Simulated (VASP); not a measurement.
A run of VASP 6.6.1 is set up as follows.

File INCAR:

```
SYSTEM = BeIr
PREC = Accurate
ENCUT = 520
EDIFF = 1E-6
ISMEAR = 0
SIGMA = 0.1
LREAL = .False.
LASPH = .True.
NELM = 60
ALGO = Normal
ISIF = 2
LWAVE = .False.
LCHARG = .False.
GGA = PE
NBANDS = 12
```

The input KPOINTS:

```
Automatic mesh
0
Gamma
  8 8 8
  0 0 0
```

POSCAR

```
BeIr
1.0
    0.0000000000      2.2818082612      2.2818082612
    2.2818082612      0.0000000000      2.2818082612
    2.2818082612      2.2818082612      0.0000000000
Be Ir
1 1
Direct
    0.5000000000      0.5000000000      0.5000000000
    0.0000000000      0.0000000000      0.0000000000
```

Potentials or basis: VASP PAW PBE potentials, release 64 (Be, Ir).

Command:

```bash
$ cat potpaw_PBE.64/Be/POTCAR potpaw_PBE.64/Ir/POTCAR > POTCAR
$ mpirun -np 1 vasp_std > vasp.out
```

(1) What does it give for the pressure?

(2) What does it give for the band gap on the k mesh?

Results:

(1) 0.5 GPa.

(2) zero (an odd number of electrons rules out a gap without spin polarisation).

Caveat: spin-orbit coupling is left out, which moves the levels of the heavy elements.
